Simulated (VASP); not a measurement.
A run of VASP 6.6.1 is set up as follows.

File INCAR:

```
SYSTEM = CdS
PREC     = Accurate       ! precision mode
ENCUT    = 520            ! plane-wave cutoff, eV
EDIFF    = 1E-7           ! SCF threshold, eV
ISMEAR   = 0              ! smearing method
SIGMA    = 0.02           ! smearing width, eV
LREAL    = .False.        ! projectors in reciprocal space
LASPH    = .True.         ! aspherical terms in the spheres
NELM     = 80             ! most SCF steps
ALGO     = Normal         ! electronic algorithm
ISIF     = 2              ! what is computed and relaxed
LWAVE    = .False.        ! write WAVECAR
LCHARG   = .False.        ! write CHGCAR
GGA      = PE             ! functional
NBANDS   = 26             ! bands
```

File KPOINTS:

```
Automatic mesh
0
Gamma
  6 6 4
  0 0 0
```

Contents of POSCAR:

```
CdS
1.0
    4.1545626626      0.0000000000      0.0000000000
   -2.0772813313      3.5979568074      0.0000000000
    0.0000000000      0.0000000000      6.7589371573
Cd S
2 2
Direct
    0.3333333333      0.6666666667     -0.0008015542
    0.6666666667      0.3333333333      0.4991984458
    0.3333333333      0.6666666667      0.3758015542
    0.6666666667      0.3333333333      0.8758015542
```

Potentials or basis: VASP PAW PBE potentials, release 64 (Cd, S).

Command:

```sh
$ cat potpaw_PBE.64/Cd/POTCAR potpaw_PBE.64/S/POTCAR > POTCAR
$ mpirun -np 1 vasp_std > vasp.out
```

Q: Estimate the pressure.

A: 2.1 GPa.

Q: Predict the band gap on the k mesh.

A: 1.19 eV.

Forces on the atoms (eV/Å):
```
Cd   0.000  0.000  0.002
Cd   0.000  0.000  0.002
S    0.000  0.000 -0.002
S    0.000  0.000 -0.002
```
